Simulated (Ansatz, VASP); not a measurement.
Two plane-wave programs on AlNi

The input POSCAR:

```
AlNi
1.0
    1.9386940000     -1.9531901500      0.0000000000
    1.9386940000      1.9531901500      0.0000000000
    0.0000000000      0.0000000000      3.0994300413
Al Ni
1 1
Direct
    0.0000000000      0.0000000000      0.0000000000
    0.5000000000      0.5000000000      0.5000000000
```

INCAR.step1

```
  PREC = Accurate
  ENCUT = 520
  ISMEAR = 0
  SIGMA = 0.05
  LREAL = F
  LASPH = T
  NELM = 60
  NBANDS = 14
  GGA = PE
  ALGO = Normal
  EDIFF = 1E-4
  LWAVE = T
  LCHARG = F
```

File INCAR.step2:

```
  PREC = Accurate
  ENCUT = 520
  EDIFF = 1E-7
  ISMEAR = 0
  SIGMA = 0.05
  LREAL = F
  LASPH = T
  NELM = 60
  ALGO = Normal
  ISIF = 2
  LWAVE = F
  LCHARG = F
  METAGGA = R2SCAN
  LMIXTAU = T
  NBANDS = 14
  ISTART = 1
```

The input KPOINTS:

```
regular mesh
0
Gamma
  8 8 7
```

Input for Ansatz:

```yaml
crystal:
  lattice:
    - [1.938694, -1.95319015, 0.0]
    - [1.938694, 1.95319015, 0.0]
    - [0.0, 0.0, 3.0994300413]
  atoms:
    - { symbol: Al, position: [0.0, 0.0, 0.0] }
    - { symbol: Ni, position: [0.5, 0.5, 0.5] }
basis:
  ecutwfc: 500
kpoints:
  mp_grid: { grid: [8, 8, 7] }
hamiltonian:
  xc: r2scan
scf:
  occupations: { method: gaussian, width: 0.05 }
output:
  forces: true
  stress: true
  eigenvalues: true
```

Alike in both runs: task single point; functional r2SCAN; k mesh 8 × 8 × 7; occupations gaussian, width 0.05 eV; no spin polarisation.

|  | VASP | Ansatz |
| --- | --- | --- |
| version | VASP 6.6.1 | Ansatz 0.2.0 |
| potentials or method | VASP PAW PBE potentials, release 64 (Al, Ni), cutoff 520 eV | scalar-relativistic, plane waves, PAW |
| valence electrons in the cell | 13 | 21 |

```csv
,VASP,Ansatz,Ansatz less VASP
gap on the k mesh at the Fermi level (eV),none,none,-
pressure (GPa),0.4,0.6,+0.23
"traceless stress, the component that is largest in VASP (GPa)",-2.95,-2.75,+0.193
```

VASP's potentials were made for PBE, not for r2SCAN. A gap of «none» marks a metal or a gap that the smearing closes. The functional is the same, so the differences come from potentials, cutoffs and numerics. VASP's potentials hold 13 valence electrons a cell and Ansatz's 21, so a difference there can come from the potentials and not from the codes.
